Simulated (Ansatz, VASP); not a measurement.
## Si in VASP and in Ansatz

```
CELL_PARAMETERS angstrom
0.00000 5.43000 5.43000
5.43000 0.00000 5.43000
5.43000 5.43000 0.00000
ATOMIC_POSITIONS crystal
Si 0.00155 0.00286 0.99284
Si 0.12759 0.12823 0.12165
Si 0.00130 0.00237 0.50185
Si 0.12353 0.12638 0.62424
Si 0.99877 0.50059 0.00012
Si 0.12757 0.62267 0.12158
Si 0.00117 0.49502 0.50170
Si 0.12758 0.62234 0.62795
Si 0.49984 0.99889 0.00039
Si 0.62103 0.12863 0.12173
Si 0.49212 0.00294 0.50213
Si 0.62100 0.12833 0.62809
Si 0.49980 0.50092 0.00034
Si 0.62485 0.62502 0.12507
Si 0.49971 0.50070 0.49897
Si 0.62096 0.62275 0.62804
Si 0.87345 0.87646 0.37421
```

Alike in both runs: functional PBE; dispersion D3(BJ); k mesh 2 × 2 × 2; occupations gaussian, width 0.05 eV; no spin polarisation.

Ansatz relaxed the structure, and its values are those at the end. VASP's run is a single point on that final structure, the one shown.

```csv
,VASP,Ansatz
version,VASP 6.6.1,Ansatz 0.2.0
potentials or method,"VASP PAW PBE potentials, release 64 (Si), cutoff 520 eV","scalar-relativistic, plane waves, PAW"
valence electrons in the cell,68,68
```

|  | VASP | Ansatz | Ansatz less VASP |
| --- | --- | --- | --- |
| rms of the force components (eV/Å) | 0.011 | 0.011 | +0.0001 |

The k mesh is coarse, so the values compare programs but aren't converged.
